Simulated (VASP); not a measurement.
Sn3Te:

```
Te Sn
1.0
     4.89785    0.00000    0.00000
     0.00000    4.89785    0.00000
     0.00000    0.00000    4.89785
Te Sn
1 3
Direct
  0.00000 0.00000 0.00000
  0.00000 0.50000 0.50000
  0.50000 0.00000 0.50000
  0.50000 0.50000 0.00000
```

This cell differs from its parent crystal: volume scaled by 1.02.

Base run:

| Property | Result |
| --- | --- |
| Program | VASP 6.6.1 |
| Functional | LDA |
| Potentials or basis | VASP PAW LDA potentials, release 64 (Te, Sn_d) |
| Cutoff | 520 eV |
| k mesh | 6 × 6 × 6 |
| Occupations | fermi-dirac, width 0.05 eV |
| Spin | no spin polarisation |

Its results: band gap on the k mesh zero (band 24 reaches 9.88 eV, above the bottom of band 25 at 6.87 eV); pressure -4.2 GPa.

Question: The run is repeated on the same cell with these changes: functional from LDA to PBE; potentials or basis from VASP PAW LDA potentials, release 64 (Te, Sn_d) to VASP PAW PBE potentials, release 64 (Te, Sn_d). What comes out?

Answer: Band gap on the k mesh zero (band 24 reaches 10.16 eV, above the bottom of band 25 at 7.10 eV); pressure -0.6 GPa.

Caveats: spin-orbit coupling is left out, which moves the levels of the heavy elements.
